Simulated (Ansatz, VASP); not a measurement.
Two plane-wave programs on NaGeF3

INCAR

```
SYSTEM = NaGeF3
  PREC = Accurate
  ENCUT = 600
  EDIFF = 1E-6
  ISMEAR = 0
  SIGMA = 0.01
  LREAL = .False.
  LASPH = .True.
  NELM = 120
  ALGO = Normal
  ISIF = 2
  LWAVE = .False.
  LCHARG = .False.
  GGA = PE
  NBANDS = 29
  GGA_COMPAT = .False.
```

KPOINTS

```
regular mesh
0
Gamma
  4 4 4
  0 0 0
```

Contents of POSCAR:

```
NaGeF3
1.0
    4.3476430689      0.0000000000      0.0000000000
    0.0000000000      4.3476430689      0.0000000000
    0.0000000000      0.0000000000      4.3476430689
Na Ge F
1 1 3
Direct
    0.0000000000      0.0000000000      0.0000000000
    0.5000000000      0.5000000000      0.5000000000
    0.5000000000      0.5000000000      0.0000000000
    0.5000000000      0.0000000000      0.5000000000
    0.0000000000      0.5000000000      0.5000000000
```

Input for Ansatz:

```yaml
crystal:
  lattice:
    - [4.3476430689, 0.0, 0.0]
    - [0.0, 4.3476430689, 0.0]
    - [0.0, 0.0, 4.3476430689]
  atoms:
    - { symbol: Na, position: [0.0, 0.0, 0.0] }
    - { symbol: Ge, position: [0.5, 0.5, 0.5] }
    - { symbol: F, position: [0.5, 0.5, 0.0] }
    - { symbol: F, position: [0.5, 0.0, 0.5] }
    - { symbol: F, position: [0.0, 0.5, 0.5] }
kpoints:
  mp_grid: { grid: [4, 4, 4] }
hamiltonian:
  xc: pbe
  pseudopotentials: { kind: nc }
scf:
  occupations: { method: fixed }
  n_extra_bands: 5
output:
  forces: true
  stress: true
  eigenvalues: true
```

Alike in both runs: task single point; functional PBE; k mesh 4 × 4 × 4; no spin polarisation.

|  | VASP | Ansatz |
| --- | --- | --- |
| version | VASP 6.6.1 | Ansatz 0.2.0 |
| potentials or method | VASP PAW PBE potentials, release 64 (Na_pv, Ge_d, F) | plane waves |
| plane-wave cutoff (eV) | 600 | 1320 |
| occupations | gaussian, width 0.01 eV | fixed |
| valence electrons in the cell | 42 | 44 |

|  | VASP | Ansatz | Ansatz less VASP |
| --- | --- | --- | --- |
| gap on the k mesh at the Fermi level (eV) | 1.30 | 1.31 | +0.012 |
| pressure (GPa) | 2.0 | 2.2 | +0.13 |

VASP's potentials hold 42 valence electrons a cell and Ansatz's 44, so a difference there can come from the potentials and not from the codes. Ansatz's warnings: metallic iterate.
